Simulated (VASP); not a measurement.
## GaN: single point with PBE

Crystal: GaN.

```
Ga N
1.0
     4.82754    2.78718    5.24311
    -4.82754    2.78718    5.24311
     0.00000   -5.57436    5.24311
Ga N
18 18
Direct
  0.38860 0.38860 0.72193
  0.38860 0.72193 0.38860
  0.72193 0.05527 0.72193
  0.38860 0.05527 0.05527
  0.72193 0.38860 0.38860
  0.05527 0.72193 0.72193
  0.72193 0.72193 0.05527
  0.05527 0.05527 0.38860
  0.05527 0.38860 0.05527
  0.44416 0.77749 0.77749
  0.44416 0.11082 0.44416
  0.77749 0.44416 0.77749
  0.44416 0.44416 0.11082
  0.77749 0.77749 0.44416
  0.11082 0.11082 0.77749
  0.77749 0.11082 0.11082
  0.11082 0.44416 0.44416
  0.11082 0.77749 0.11082
  0.51418 0.51418 0.84751
  0.51418 0.84751 0.51418
  0.84751 0.18084 0.84751
  0.51418 0.18084 0.18084
  0.84751 0.51418 0.51418
  0.18084 0.84751 0.84751
  0.84751 0.84751 0.18084
  0.18084 0.18084 0.51418
  0.18084 0.51418 0.18084
  0.23640 0.56973 0.56973
  0.23640 0.90307 0.23640
  0.56973 0.23640 0.56973
  0.23640 0.23640 0.90307
  0.56973 0.56973 0.23640
  0.90307 0.90307 0.56973
  0.56973 0.90307 0.90307
  0.90307 0.23640 0.23640
  0.90307 0.56973 0.90307
```

| Quantity | Value |
| --- | --- |
| Program | VASP 6.6.1 |
| Task | single point |
| Functional | PBE |
| Potentials or basis | VASP PAW PBE potentials, release 64 (Ga_d, N) |
| Cutoff | 520 eV |
| k mesh | 2 × 2 × 2, shifted |
| Occupations | gaussian, width 0.02 eV |
| Spin | no spin polarisation |
| Dipole correction | no |
| Further INCAR settings | LREAL = Auto; ALGO = Normal; EDIFF = 1e-06; NBANDS = 186 |

* Pressure: 0.1 GPa
* Band gap on the k mesh: 3.09 eV

Levels at points of the mesh, in eV from the valence-band top:
```
           k point  band 159  band 160  band 161  band 162  band 163  band 164  band 165  band 166
(0.25, 0.25, 0.25)     -0.60     -0.60      0.00      0.00      3.09      4.32      4.62      4.62
```

Run time: 14 min on 1 thread of AMD EPYC 7R43 64-Core Processor (Zen 3), with other jobs on the host, peak memory 0.49 GiB.

A k mesh can miss the band edges. As with any semilocal functional, this PBE gap is likely too small.
